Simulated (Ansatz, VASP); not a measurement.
## CO in VASP and in Ansatz

```xyz
8
Lattice="5.7056 0.0000 0.0000 0.0000 5.7056 0.0000 0.0000 0.0000 5.7056" Properties=species:S:1:pos:R:3 pbc="T T T"
C     5.4977    5.4977    5.4977
C     3.0606    0.2078    2.6449
C     2.6449    3.0606    0.2078
C     0.2078    2.6449    3.0606
O     0.4461    0.4461    0.4461
O     2.4067    5.2595    3.2989
O     3.2989    2.4067    5.2595
O     5.2595    3.2989    2.4067
```

Alike in both runs: functional PBEsol; k mesh 4 × 4 × 4; occupations gaussian, width 0.1 eV; no spin polarisation.

Ansatz relaxed the structure, and its values are those at the end. VASP's run is a single point on that final structure, the one shown.

|  | VASP | Ansatz |
| --- | --- | --- |
| version | VASP 6.6.1 | Ansatz 0.2.0 |
| potentials or method | VASP PAW PBE potentials, release 64 (C, O), cutoff 520 eV | scalar-relativistic, plane waves, PAW |
| valence electrons in the cell | 40 | 40 |

```csv
,VASP,Ansatz,Ansatz less VASP
gap on the k mesh at the Fermi level (eV),6.00,6.00,+0.003
least direct gap on the mesh (eV),6.00,6.00,+0.003
pressure (GPa),1.4,0.2,-1.20
rms of the force components (eV/Å),0.598,0.001,-0.5970
```

VASP's potentials were made for PBE, not for PBEsol. One of these differences is far larger than is usual between the two programs; its cause wasn't traced. The functional is the same, so the differences come from potentials, cutoffs and numerics.

Noted on VASP's run: the standard files for N, O and F lose accuracy on very short bonds.
